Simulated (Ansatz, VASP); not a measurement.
**KAg2PH4: VASP beside Ansatz**

```xyz
8
Lattice="-2.8469 2.8469 3.4151 2.8469 -2.8469 3.4151 2.8469 2.8469 -3.4151" Properties=species:S:1:pos:R:3 pbc="T T T"
Ag    2.8469    0.0000    1.7076
Ag    0.0000    2.8469    1.7076
P     0.0000    0.0000    0.0000
K     0.0000    0.0000    3.4151
H     1.8932   -1.8932    2.4862
H     0.9537    0.9537    0.9289
H    -1.8932    1.8932    2.4862
H     1.8932    1.8932    4.3440
```

Alike in both runs: task single point; functional r2SCAN; k mesh 6 × 6 × 6; occupations tetrahedron; no spin polarisation.

|  | VASP | Ansatz |
| --- | --- | --- |
| version | VASP 6.6.1 | Ansatz 0.2.0 |
| potentials or method | VASP PAW PBE potentials, release 64 (Ag, P, K_sv, H), cutoff 520 eV | PAW plane waves |
| valence electrons in the cell | 40 | 56 |

Ansatz gave:

| Quantity | Value |
| --- | --- |
| pressure (GPa) | -0.6 |
| traceless stress, the component that is largest in VASP (GPa) | 1.27 |
| rms of the force components (eV/Å) | 0.277 |

Question: Estimate VASP's values.

Answer: Pressure (GPa): -0.7; traceless stress, the component that is largest in VASP (GPa): 1.25; rms of the force components (eV/Å): 0.282.

VASP's potentials were made for PBE, not for r2SCAN. Atom by atom the forces differ by 0.010 eV/Å (rms over components). VASP's potentials hold 40 valence electrons a cell and Ansatz's 56, so a difference there can come from the potentials and not from the codes. Ansatz's warnings: band table not solved further, product built on unsolved table, tetrahedron derivatives may miss energy slope.
